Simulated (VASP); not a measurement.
# KCl (Pm-3m) in VASP: further runs

The runs below take KCl through single point, with PBE0, PBEsol.

Program: VASP 6.6.1. These are calculated values, not measurements. Logs are shortened: lines on timing, memory, paths and dates and some standing lists are left out, and cuts for length are marked.

**1. The cell of the first run**

Symmetry: Pm-3m, No. 221, cubic system. The conventional cell has a = 3.890 Å, b = 3.890 Å, c = 3.890 Å, α = 90.00°, β = 90.00°, γ = 90.00°. K (site symmetry m-3m) has 8 Cl at 3.37 Å and 6 K at 3.89 Å within 4.4 Å. Within 4.4 Å of Cl (site symmetry m-3m) lie 8 K at 3.37 Å and 6 Cl at 3.89 Å.

**2. Single point, PBE0**

POSCAR reads:

```
KCl
1.0
    3.8897175305      0.0000000000      0.0000000000
    0.0000000000      3.8897175305      0.0000000000
    0.0000000000      0.0000000000      3.8897175305
K Cl
1 1
Direct
    0.0000000000      0.0000000000      0.0000000000
    0.5000000000      0.5000000000      0.5000000000
```

INCAR.step1 reads:

```
ALGO     = Normal         # electronic algorithm
EDIFF    = 1E-5           # SCF threshold, eV
ENCUT    = 520            # plane-wave cutoff, eV
GGA      = PE             # functional
ISIF     = 2              # what is computed and relaxed
ISMEAR   = -1             # smearing method
LASPH    = True           # aspherical terms in the spheres
LCHARG   = False          # write CHGCAR
LREAL    = False          # projectors in reciprocal space
LWAVE    = True           # write WAVECAR
NBANDS   = 15             # bands
NELM     = 100            # most SCF steps
PREC     = Accurate       # precision mode
SIGMA    = 0.05           # smearing width, eV
```

INCAR.step2 reads:

```
AEXX     = 0.25           # exact-exchange fraction
ALGO     = Normal         # electronic algorithm
EDIFF    = 1E-6           # SCF threshold, eV
ENCUT    = 520            # plane-wave cutoff, eV
GGA      = PE             # functional
ISIF     = 2              # what is computed and relaxed
ISMEAR   = -1             # smearing method
ISTART   = 1            
LASPH    = True           # aspherical terms in the spheres
LCHARG   = False          # write CHGCAR
LHFCALC  = True           # exact exchange
LREAL    = False          # projectors in reciprocal space
LWAVE    = False          # write WAVECAR
NBANDS   = 15             # bands
NELM     = 100            # most SCF steps
PREC     = Accurate       # precision mode
PRECFOCK = Normal       
SIGMA    = 0.05           # smearing width, eV
```

KPOINTS reads:

```
k-points
0
Gamma
  4 4 4
```

Potentials or basis: VASP PAW PBE potentials, release 64 (K_sv, Cl).

On the command line:

```
> cat potpaw_PBE.64/K_sv/POTCAR potpaw_PBE.64/Cl/POTCAR > POTCAR
> cp INCAR.step1 INCAR
> mpirun -np 1 vasp_std > vasp.out
> cp INCAR.step2 INCAR
> mpirun -np 1 vasp_std > vasp.out
```

OUTCAR:

```text
AEXX = 0.25
   EDIFF = 1E-6
   ENCUT = 520
   GGA = PE
   ISIF = 2
   ISMEAR = -1
   ISTART = 1
   LASPH = True
   LHFCALC = True
   LREAL = False
   NELM = 100
   PREC = Accurate
   PRECFOCK = Normal

 ion  position               nearest neighbor table
   1  0.000  0.000  0.000-
   2  0.500  0.500  0.500-

  LATTYP: Found a simple cubic cell.
 ALAT       =     3.8897175305

  Lattice vectors:

 A1 = (   3.8897175305,   0.0000000000,   0.0000000000)
 A2 = (   0.0000000000,   3.8897175305,   0.0000000000)
 A3 = (   0.0000000000,   0.0000000000,   3.8897175305)

Analysis of symmetry for initial positions (statically):
=====================================================================
 Subroutine PRICEL returns:
 Original cell was already a primitive cell.

 Routine SETGRP: Setting up the symmetry group for a
 simple cubic supercell.

 Subroutine GETGRP returns: Found 48 space group operations
 (whereof 48 operations were pure point group operations)
 out of a pool of 48 trial point group operations.

The static configuration has the point symmetry O_h .

Analysis of symmetry for dynamics (positions and initial velocities):
=====================================================================
 Subroutine PRICEL returns:
 Original cell was already a primitive cell.

 Routine SETGRP: Setting up the symmetry group for a
 simple cubic supercell.

 Subroutine GETGRP returns: Found 48 space group operations
 (whereof 48 operations were pure point group operations)
 out of a pool of 48 trial point group operations.

The dynamic configuration has the point symmetry O_h .

 Subroutine INISYM returns: Found 48 space group operations
 (whereof 48 operations are pure point group operations),
 and found     1 'primitive' translations

----------------------------------------------------------------------------------------

                                     Primitive cell

  volume of cell :      58.8510

  direct lattice vectors                    reciprocal lattice vectors
     3.889717531  0.000000000  0.000000000     0.257088077  0.000000000  0.000000000
     0.000000000  3.889717531  0.000000000     0.000000000  0.257088077  0.000000000
     0.000000000  0.000000000  3.889717531     0.000000000  0.000000000  0.257088077

  length of vectors
     3.889717531  3.889717531  3.889717531     0.257088077  0.257088077  0.257088077

  position of ions in fractional coordinates (direct lattice)
     0.000000000  0.000000000  0.000000000
     0.500000000  0.500000000  0.500000000

  ion indices of the primitive-cell ions
   primitive index   ion index
                 1           1
                 2           2

----------------------------------------------------------------------------------------

 KPOINTS: k-points

Automatic generation of k-mesh.
 Grid dimensions read from file:
 generate k-points for:    4    4    4

 Generating k-lattice:

  Cartesian coordinates                     Fractional coordinates (reciprocal lattice)
     0.064272019  0.000000000  0.000000000     0.250000000  0.000000000  0.000000000
     0.000000000  0.064272019  0.000000000     0.000000000  0.250000000  0.000000000
     0.000000000  0.000000000  0.064272019     0.000000000  0.000000000  0.250000000

  Length of vectors
     0.064272019  0.064272019  0.064272019

  Shift w.r.t. Gamma in fractional coordinates (k-lattice)
     0.000000000  0.000000000  0.000000000

 Subroutine IBZKPT returns following result:
 ===========================================

 Found     10 irreducible k-points:

 Following reciprocal coordinates:
            Coordinates               Weight
  0.000000  0.000000  0.000000      1.000000
  0.250000  0.000000  0.000000      6.000000
  0.500000  0.000000  0.000000      3.000000
  0.250000  0.250000  0.000000     12.000000
  0.500000  0.250000  0.000000     12.000000
  0.500000  0.500000  0.000000      3.000000
  0.250000  0.250000  0.250000      8.000000
  0.500000  0.250000  0.250000     12.000000
  0.500000  0.500000  0.250000      6.000000
  0.500000  0.500000  0.500000      1.000000
   k-points           NKPTS =     10   k-points in BZ     NKDIM =     64   number of bands    NBANDS=     15
   number of dos      NEDOS =    301   number of ions     NIONS =      2
   total plane-waves  NPLWV =  27000
   dimension x,y,z NGX =    30 NGY =   30 NGZ =   30
   dimension x,y,z NGXF=    60 NGYF=   60 NGZF=   60
   ions per type =               1   1
   NGX,Y,Z   is equivalent  to a cutoff of  12.82, 12.82, 12.82 a.u.
   NGXF,Y,Z  is equivalent  to a cutoff of  25.64, 25.64, 25.64 a.u.
 SYSTEM =  unknown system
   PREC   = accura    normal or accurate (medium, high low for compatibility)
   ISTART =      1    job   : 0-new  1-cont  2-samecut
   ICHARG =      0    charge: 1-file 2-atom 10-const
   ISPIN  =      1    spin polarized calculation?
   LNONCOLLINEAR =      F non collinear calculations
   LSORBIT =      F    spin-orbit coupling
   LASPH  =      T    aspherical Exc in radial PAW
   ENCUT  =  520.0 eV  38.22 Ry    6.18 a.u.   7.23  7.23  7.23*2*pi/ulx,y,z
   NELM   =    100;   NELMIN=  2; NELMDL=  0     # of ELM steps
   EDIFF  = 0.1E-05   stopping-criterion for ELM
   LREAL  =      F    real-space projection
   EDIFFG = 0.1E-04   stopping-criterion for IOM
   NSW    =      0    number of steps for IOM
   IBRION =     -1    ionic relax: 0-MD 1-quasi-New 2-CG
   NFREE  =      0    steps in history (QN), initial steepest desc. (CG)
   ISIF   =      2    stress and relaxation
   ISYM   =      3    0-nonsym 1-usesym 2-fastsym
   POTIM  = 0.5000    time-step for ionic-motion
   TEBEG  =    0.0;   TEEND  =   0.0 temperature during run
   PSTRESS=    0.0 pullay stress
   NELECT =      16.0000    total number of electrons
   NUPDOWN=      -1.0000    fix difference up-down
   EMIN   =  10.00;   EMAX   =-10.00  energy-range for DOS
   EFERMI =   0.00;   METHOD = LEGACY
   ISMEAR =    -1;   SIGMA  =   0.05  broadening in eV -4-tet -1-fermi 0-gaus
   EFERMI_NEDOS =   21; number of points for ismear=-14 and -15
   IALGO  =     38    algorithm
   IMIX   =      1    mixing-type and parameters
     AMIX     =   0.40;   BMIX     =  1.00
     AMIX_MAG =   1.60;   BMIX_MAG =  1.00
  volume/ion in A,a.u.               =      29.43       198.57
  Fermi-wavevector in a.u.,A,eV,Ry     =   1.060547  2.004144 15.303300  1.124761
  Thomas-Fermi vector in A             =   2.195932
   LORBIT       =      0    0 simple, 1 ext, 2 COOP (PROOUT), +10 PAW based schemes
   GGA     = PE    functional components
   LHFCALC =     T    Hartree Fock is set to
   PRECFOCK=normal    Normal, Fast or Accurate (Low or Medium for compatibility)
   ENCUT4O =  -1.0   cutoff for four orbital integrals eV
   NKREDX  =     1    reduce k-point grid by
   NKREDY  =     1    reduce k-point grid by
   NKREDZ  =     1    reduce k-point grid by
   AEXX    =    0.2500 exact exchange contribution
   HFSCREEN=    0.0000 screening length (either q_TF or 0.3 A-1)
   HFSCREENC=   0.0000 screening length for correlation (either q_TF or 0.3 A-1)
   ENCUTFOCK=  -1.0 apply spherical cutoff to Coloumb kernel
   IVDW    =     0    specifies the selected vdW correction
   LEPSILON=     F    determine dielectric tensor
   LRPA    =     F    only Hartree local field effects (RPA)
 non-spin polarized calculation
  energy-cutoff  :      520.00
  volume of cell :       58.85
 maximum number of plane-waves:      1622
 NGX is ok and might be reduce to    30
  NGX = 24; NGY = 24; NGZ = 24

 number of electron      16.0000001 magnetization

 Free energy of the ion-electron system (eV)
  ---------------------------------------------------
  ext. energy  EPLUGINS =         0.00000000
  ---------------------------------------------------
  free energy    TOTEN  =        -8.23514075 eV

  energy without entropy =       -8.23514075  energy(sigma->0) =       -8.23514075

 E-fermi :  -1.1684     XC(G=0):  -6.2218

 val. band max:       -2.3743454651   @ k =   0.5000   0.5000   0.0000
 cond. band min:       4.3183318634   @ k =   0.0000   0.0000   0.0000
 fundamental gap:      6.6926773285
 Fermi energy:        -1.1684268579

 k-point     1 :       0.0000    0.0000    0.0000
  band No.  band energies     occupation
      1     -32.6497      2.00000
      2     -16.0787      2.00000
      3     -14.6772      2.00000
      4     -14.6772      2.00000
      5     -14.6772      2.00000
      6      -2.5864      2.00000
      7      -2.5864      2.00000
      8      -2.5864      2.00000
      9       4.3183      0.00000
     10       6.4084      0.00000
     11       6.4084      0.00000
     12      10.7975      0.00000
     13      10.7975      0.00000
     14      10.7975      0.00000
     15      13.6680      0.00000

 k-point     2 :       0.2500    0.0000    0.0000
  band No.  band energies     occupation
      1     -32.6414      2.00000
      2     -16.1325      2.00000
      3     -14.6632      2.00000
      4     -14.6632      2.00000
      5     -14.6313      2.00000
      6      -3.4515      2.00000
      7      -2.5817      2.00000
      8      -2.5817      2.00000
      9       5.5336      0.00000
     10       6.9254      0.00000
     11       7.4329      0.00000
     12      10.5933      0.00000
     13      10.5933      0.00000
     14      11.0903      0.00000
     15      11.7273      0.00000

 k-point     3 :       0.5000    0.0000    0.0000
  band No.  band energies     occupation
      1     -32.6331      2.00000
      2     -16.1912      2.00000
      3     -14.6491      2.00000
      4     -14.6491      2.00000
      5     -14.5752      2.00000
      6      -4.1441      2.00000
      7      -2.5777      2.00000
      8      -2.5777      2.00000
      9       7.2529      0.00000
     10       7.8595      0.00000
     11       7.9160      0.00000
     12       9.8952      0.00000
     13      10.5968      0.00000
     14      10.5968      0.00000
     15      11.4624      0.00000
[... 91 lines left out ...]
 k-point     9 :       0.5000    0.5000    0.2500
  band No.  band energies     occupation
      1     -32.6103      2.00000
      2     -15.7521      2.00000
      3     -14.8537      2.00000
      4     -14.8537      2.00000
      5     -14.7297      2.00000
      6      -3.6461      2.00000
      7      -3.6461      2.00000
      8      -3.0877      2.00000
      9       6.9082      0.00000
     10       8.5077      0.00000
     11       8.6289      0.00000
     12       8.6289      0.00000
     13      10.3929      0.00000
     14      10.3929      0.00000
     15      12.4686      0.00000

 k-point    10 :       0.5000    0.5000    0.5000
  band No.  band energies     occupation
      1     -32.6029      2.00000
      2     -15.6839      2.00000
      3     -14.8287      2.00000
      4     -14.8287      2.00000
      5     -14.8287      2.00000
      6      -3.6865      2.00000
      7      -3.6865      2.00000
      8      -3.6865      2.00000
      9       8.4234      0.00000
     10       8.4234      0.00000
     11       8.4234      0.00000
     12       9.8799      0.00000
     13       9.8799      0.00000
     14       9.8799      0.00000
     15      12.5295      0.00000

------------------------ aborting loop because EDIFF is reached ----------------------------------------

  FORCE on cell =-STRESS in cart. coord.  units (eV):
  Direction    XX          YY          ZZ          XY          YZ          ZX
  --------------------------------------------------------------------------------------
  -------------------------------------------------------------------------------------
  Total       -0.4285948     -0.4285948     -0.4285948     -0.0000000     -0.0000000      0.0000000
  in kB      -11.6681834    -11.6681834    -11.6681834     -0.0000000     -0.0000000      0.0000000
  external PRESSURE =     -11.6681834 kB  Pullay stress =       0.0000000 kB

 VOLUME and BASIS-vectors are now :
 -----------------------------------------------------------------------------
  energy-cutoff  :      520.00
  volume of cell :       58.85
      direct lattice vectors                 reciprocal lattice vectors
     3.889717531  0.000000000  0.000000000     0.257088077  0.000000000  0.000000000
     0.000000000  3.889717531  0.000000000     0.000000000  0.257088077  0.000000000
     0.000000000  0.000000000  3.889717531     0.000000000  0.000000000  0.257088077

 POSITION                                       TOTAL-FORCE (eV/Angst)
 -----------------------------------------------------------------------------------
      0.00000      0.00000      0.00000         0.000000      0.000000      0.000000
      1.94486      1.94486      1.94486         0.000000      0.000000      0.000000
 -----------------------------------------------------------------------------------
    total drift:                               -0.000000     -0.000000     -0.000000

  FREE ENERGIE OF THE ION-ELECTRON SYSTEM (eV)
  ---------------------------------------------------
  free  energy   TOTEN  =        -8.2351407541 eV

  energy  without entropy=       -8.2351407541  energy(sigma->0) =       -8.23514075
```

Wall time 11 min (1 thread of AMD EPYC 7R13 (Zen 3), shared host); peak memory 0.15 GiB.

What came out:

- Free energy: -8.2351 eV
- Pressure: -1.2 GPa
- Band gap on the k mesh: 6.69 eV, indirect (least direct gap 6.90 eV)

Levels at points of the mesh, in eV from the valence-band top:
```csv
k point,band 4,band 5,band 6,band 7,band 8,band 9,band 10,band 11,band 12,band 13
"(0.00, 0.00, 0.00)",-12.30,-12.30,-0.21,-0.21,-0.21,6.69,8.78,8.78,13.17,13.17
"(0.50, 0.00, 0.00)",-12.27,-12.20,-1.77,-0.20,-0.20,9.63,10.23,10.29,12.27,12.97
"(0.50, 0.50, 0.00)",-12.50,-12.25,-1.23,-1.23,0.00,8.28,9.48,11.32,11.32,13.29
"(0.50, 0.50, 0.50)",-12.45,-12.45,-1.31,-1.31,-1.31,10.80,10.80,10.80,12.25,12.25
```

Caveat: the PAW data sets were made with another functional, which shifts forces and pressure a little.

**3. Single point, PBE0**

This run uses another cell than the first one, of 29.99 Å³/atom, 1.019 times its volume.

POSCAR reads:

```
KCl
1.0
    3.9144934694      0.0000000000      0.0000000000
    0.0000000000      3.9144934694      0.0000000000
    0.0000000000      0.0000000000      3.9144934694
K Cl
1 1
Direct
    0.0000000000      0.0000000000      0.0000000000
    0.5000000000      0.5000000000      0.5000000000
```

INCAR.step1 reads:

```
PREC = Accurate ; ENCUT = 520
EDIFF = 1E-5 ; ISMEAR = -1
SIGMA = 0.05 ; LREAL = F
LASPH = T ; NELM = 100
ALGO = Normal ; ISIF = 2
LWAVE = T ; LCHARG = F
GGA = PE ; NBANDS = 15
```

INCAR.step2 reads:

```
PREC = Accurate ; ENCUT = 520
EDIFF = 1E-6 ; ISMEAR = -1
SIGMA = 0.05 ; LREAL = F
LASPH = T ; NELM = 100
ALGO = Normal ; ISIF = 2
LWAVE = F ; LCHARG = F
GGA = PE ; LHFCALC = T
AEXX = 0.25 ; PRECFOCK = Normal
ISTART = 1 ; NBANDS = 15
```

KPOINTS reads:

```
regular mesh
0
Gamma
  4 4 4
```

Potentials or basis: VASP PAW PBE potentials, release 64 (K_sv, Cl).

On the command line:

```
> cat potpaw_PBE.64/K_sv/POTCAR potpaw_PBE.64/Cl/POTCAR > POTCAR
> cp INCAR.step1 INCAR
> mpirun -np 1 vasp_std > vasp.out
> cp INCAR.step2 INCAR
> mpirun -np 1 vasp_std > vasp.out
```

It took 5.7 min on 1 thread of AMD EPYC 7R13 (Zen 3), shared host; peak memory 0.15 GiB.

It converged, with:

* Free energy: -8.2263 eV
* Pressure: -1.4 GPa
* Band gap on the k mesh: 6.61 eV, indirect (least direct gap 6.82 eV)

Levels at points of the mesh, in eV from the valence-band top:
```
           k point  band 5  band 6  band 7  band 8  band 9  band 10  band 11  band 12
(0.00, 0.00, 0.00)  -12.34   -0.21   -0.21   -0.21    6.61     8.79     8.79    13.11
(0.50, 0.00, 0.00)  -12.24   -1.72   -0.20   -0.20    9.53    10.17    10.21    12.25
(0.50, 0.50, 0.00)  -12.30   -1.20   -1.20    0.00    8.25     9.45    11.29    11.29
(0.50, 0.50, 0.50)  -12.49   -1.27   -1.27   -1.27   10.73    10.73    10.73    12.16
```

Caveat: the PAW data sets were made with another functional, which shifts forces and pressure a little. A k mesh can miss the band edges.

**4. Single point, PBEsol**

This run uses another cell than the first one, of 28.29 Å³/atom, 0.962 times its volume.

INCAR reads:

```
SYSTEM = KCl
ALGO = Normal
EDIFF = 1E-6
ENCUT = 500
GGA = PS
GGA_COMPAT = .False.
ISIF = 2
ISMEAR = 0
LASPH = .True.
LCHARG = .False.
LREAL = .False.
LWAVE = .False.
NBANDS = 15
NELM = 120
PREC = Accurate
SIGMA = 0.01
```

KPOINTS reads:

```
k-points
0
Gamma
  4 4 4
  0 0 0
```

POSCAR reads:

```
KCl
1.0
    3.8391960000      0.0000000000      0.0000000000
    0.0000000000      3.8391960000      0.0000000000
    0.0000000000      0.0000000000      3.8391960000
K Cl
1 1
Direct
    0.0000000000      0.0000000000      0.0000000000
    0.5000000000      0.5000000000      0.5000000000
```

On the command line:

```
> cat potpaw_PBE.64/K_sv/POTCAR potpaw_PBE.64/Cl/POTCAR > POTCAR
> mpirun -np 1 vasp_std > vasp.out
```

It took 5.9 s on 1 thread of Intel Xeon Platinum 8559C (Emerald Rapids), shared host; peak memory 0.14 GiB.

Results (log left out):

| Item | Value |
| --- | --- |
| Free energy | -6.8939 eV |
| Pressure | -1.4 GPa |
| Band gap on the k mesh | 4.62 eV, indirect (least direct gap 4.82 eV) |

Levels at points of the mesh, in eV from the valence-band top:
```csv
k point,band 6,band 7,band 8,band 9,band 10,band 11
"(0.00, 0.00, 0.00)",-0.21,-0.21,-0.21,4.62,6.44,6.44
"(0.50, 0.00, 0.00)",-1.80,-0.22,-0.22,7.52,7.82,8.13
"(0.50, 0.50, 0.00)",-1.22,-1.22,0.00,6.05,7.15,8.87
"(0.50, 0.50, 0.50)",-1.34,-1.34,-1.34,8.65,8.65,8.65
```

Caveat: the PAW data sets were made with another functional, which shifts forces and pressure a little.

**5. Summary**

```tsv
level	cell	cutoff (eV)	smearing	grid for exact exchange (PRECFOCK)	gap on the mesh (eV)	pressure (GPa)
PBE0	a = 3.890 Å, 2 atoms	520	fermi-dirac 0.05 eV	Normal	6.69	-1.2
PBE0	a = 3.914 Å, 2 atoms	520	fermi-dirac 0.05 eV	Normal	6.61	-1.4
PBEsol	a = 3.839 Å, 2 atoms	500	gaussian 0.01 eV	-	4.62	-1.4
```

Alike in all rows: task single point; potentials or basis VASP PAW PBE potentials, release 64 (K_sv, Cl); no spin polarisation; k mesh 4 × 4 × 4.

Caveats: the PAW data sets were made with another functional, which shifts forces and pressure a little.

Total energies depend on the potentials used, so only differences within one code and one set of settings carry meaning.
